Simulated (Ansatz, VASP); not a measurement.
# TiO2 in VASP and in Ansatz

INCAR

```
SYSTEM = TiO2
ALGO = Normal
EDIFF = 1E-6
ENCUT = 520
GGA = PS
ISIF = 2
ISMEAR = -1
LASPH = .True.
LCHARG = .False.
LREAL = .False.
LWAVE = .False.
NBANDS = 33
NELM = 80
PREC = Accurate
SIGMA = 0.05
```

File KPOINTS:

```
k-points
0
Gamma
  6 6 9
  0 0 0
```

Contents of POSCAR:

```
TiO2
1.0
    4.6603684408      0.0000000000      0.0000000000
    0.0000000000      4.6603684408      0.0000000000
    0.0000000000      0.0000000000      2.9981550462
Ti O
2 4
Direct
    0.0000000000      0.0000000000      0.5000000000
    0.5000000000      0.5000000000      0.0000000000
    0.3043213200      0.3043213200      0.5000000000
    0.1956786800      0.8043213200      0.0000000000
    0.8043213200      0.1956786800      0.0000000000
    0.6956786800      0.6956786800      0.5000000000
```

The input input.yaml:

```yaml
crystal:
  lattice:
    - [4.6603684408, 0.0, 0.0]
    - [0.0, 4.6603684408, 0.0]
    - [0.0, 0.0, 2.9981550462]
  atoms:
    - { symbol: Ti, position: [0.0, 0.0, 0.5] }
    - { symbol: Ti, position: [0.5, 0.5, 0.0] }
    - { symbol: O, position: [0.30432132, 0.30432132, 0.5] }
    - { symbol: O, position: [0.19567868, 0.80432132, 0.0] }
    - { symbol: O, position: [0.80432132, 0.19567868, 0.0] }
    - { symbol: O, position: [0.69567868, 0.69567868, 0.5] }
kpoints:
  mp_grid: { grid: [6, 6, 9] }
scf:
  occupations: { method: fermi_dirac, width: 0.05 }
hamiltonian:
  xc: pbesol
  pseudopotentials: { kind: all_electron, lapw: { basis_error: 0.001 } }
output:
  forces: true
  stress: true
  eigenvalues: true
```

Change from the starting cell: volume scaled by 1.04.

Alike in both runs: task single point; functional PBEsol; k mesh 6 × 6 × 9; occupations fermi-dirac, width 0.05 eV; no spin polarisation.

|  | VASP | Ansatz |
| --- | --- | --- |
| version | VASP 6.6.1 | Ansatz 0.2.0 |
| potentials or method | VASP PAW PBE potentials, release 64 (Ti_sv, O), cutoff 520 eV | all-electron LAPW, scalar-relativistic |

VASP gave:

* gap on the k mesh at the Fermi level (eV): 1.71
* least direct gap on the mesh (eV): 1.71
* pressure (GPa): -10.7
* traceless stress, the component that is largest in VASP (GPa): -2.57
* rms of the force components (eV/Å): 0.104

Q: What did Ansatz give for the same quantities?

A: gap on the k mesh at the Fermi level (eV): 1.73; least direct gap on the mesh (eV): 1.73; pressure (GPa): -11.2; traceless stress, the component that is largest in VASP (GPa): -2.75; rms of the force components (eV/Å): 0.115.

VASP's potentials were made for PBE, not for PBEsol. Atom by atom the forces differ by 0.010 eV/Å (rms over components). Ansatz ran all-electron here, and VASP with PAW potentials.
